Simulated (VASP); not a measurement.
Input of a VASP 6.6.1 run:

INCAR

```
ALGO = Normal
DIPOL = 0.5 0.5 0.356
EDIFF = 1E-6
ENCUT = 520
GGA = CA
IDIPOL = 3
ISIF = 2
ISMEAR = 0
LASPH = True
LCHARG = True
LDIPOL = True
LELF = True
LREAL = False
LVACPOTAV = True
LVHAR = True
LWAVE = False
NBANDS = 34
NELM = 60
PREC = Accurate
SIGMA = 0.1
```

Contents of KPOINTS:

```
k-points
0
Gamma
  8 8 1
```

Contents of POSCAR:

```
Ta4F
1.0
    3.2528679937      0.0000000000      0.0000000000
    0.0000000000      3.2528679937      0.0000000000
    0.0000000000      0.0000000000     20.2137485622
Ta F
4 1
Direct
    0.5000000000      0.5000000000      0.1978851170
    0.0000000000      0.0000000000      0.2783468875
    0.5000000000      0.5000000000      0.3580282239
    0.0000000000      0.0000000000      0.4310802885
    0.0000000000      0.2500000000      0.5151607843
```

Potentials or basis: VASP PAW LDA potentials, release 64 (Ta_pv, F).

Command:

```bash
$ cat potpaw_LDA.64/Ta_pv/POTCAR potpaw_LDA.64/F/POTCAR > POTCAR
$ mpirun -np 1 vasp_std > vasp.out
```

(1) What does it give for the band gap on the k mesh?

(2) Predict the largest force.

Results:

(1) zero (an odd number of electrons rules out a gap without spin polarisation).

(2) 1.508 eV/Å.

Caveat: spin-orbit coupling is left out, which moves the levels of the heavy elements.
